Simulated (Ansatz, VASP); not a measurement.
# ZnSe in VASP and in Ansatz

Contents of INCAR:

```
PREC = Accurate
ENCUT = 500
EDIFF = 1E-6
ISMEAR = 0
SIGMA = 0.01
LREAL = F
LASPH = T
NELM = 120
ALGO = Normal
ISIF = 2
LWAVE = F
LCHARG = T
LELF = T
LVHAR = T
NBANDS = 16
GGA_COMPAT = F
```

KPOINTS

```
regular mesh
0
Gamma
  8 8 8
```

POSCAR

```
ZnSe
1.0
    0.0000000000      2.7836763296      2.7836763296
    2.7836763296      0.0000000000      2.7836763296
    2.7836763296      2.7836763296      0.0000000000
Zn Se
1 1
Direct
    0.0000000000      0.0000000000      0.0000000000
    0.2500000000      0.2500000000      0.2500000000
```

Input for Ansatz:

```yaml
crystal:
  lattice:
    - [0.0, 2.7836763296, 2.7836763296]
    - [2.7836763296, 0.0, 2.7836763296]
    - [2.7836763296, 2.7836763296, 0.0]
  atoms:
    - { symbol: Zn, position: [0.0, 0.0, 0.0] }
    - { symbol: Se, position: [0.25, 0.25, 0.25] }
basis:
  ecutwfc: 420
kpoints:
  mp_grid: { grid: [8, 8, 8] }
  band_path:
    path:
      - [0.0, 0.0, 0.0]
      - [0.0, 0.0, 0.0]
      - [0.5, 0.5, 0.0]
      - [0.5, 0.5, 0.5]
      - [0.0053164302, 0.0053164302, 0.0]
      - [-0.0053164302, -0.0053164302, 0.0]
      - [0.0061388848, 0.0061388848, 0.0061388848]
      - [-0.0061388848, -0.0061388848, -0.0061388848]
      - [0.0053164302, 0.0053164302, 0.0]
      - [-0.0053164302, -0.0053164302, 0.0]
      - [0.5053164302, 0.5053164302, 0.0]
      - [0.4946835698, 0.4946835698, 0.0]
      - [0.5, 0.5053164302, 0.0053164302]
      - [0.5, 0.4946835698, -0.0053164302]
      - [0.5061388848, 0.5061388848, 0.5061388848]
      - [0.4938611152, 0.4938611152, 0.4938611152]
      - [0.4962407162, 0.5037592838, 0.5]
      - [0.5037592838, 0.4962407162, 0.5]
    npoints: 1
hamiltonian:
  xc: lda
  pseudopotentials: { kind: paw, azcp: { folder: soft_1 } }
scf:
  occupations: { method: fixed }
  n_extra_bands: 5
output:
  forces: true
  stress: true
  eigenvalues: true
```

Alike in both runs: task single point; functional LDA; k mesh 8 × 8 × 8; no spin polarisation.

|  | VASP | Ansatz |
| --- | --- | --- |
| version | VASP 6.6.1 | Ansatz 0.2.0 |
| potentials or method | VASP PAW LDA potentials, release 64 (Zn, Se), cutoff 500 eV | scalar-relativistic, plane waves, PAW |
| occupations | gaussian, width 0.01 eV | fixed |
| valence electrons in the cell | 18 | 28 |

|  | VASP | Ansatz | Ansatz less VASP |
| --- | --- | --- | --- |
| gap on the k mesh at the Fermi level (eV) | 1.29 | 1.25 | -0.044 |
| least direct gap on the mesh (eV) | 1.29 | 1.25 | -0.044 |
| pressure (GPa) | 0.4 | 0.0 | -0.37 |

Ansatz warns that its potentials were made for another functional, while VASP's fit it. LDA's correlation is that of Perdew and Zunger in VASP and of Perdew and Wang (1992) in Ansatz. VASP's potentials hold 18 valence electrons a cell and Ansatz's 28, so a difference there can come from the potentials and not from the codes.
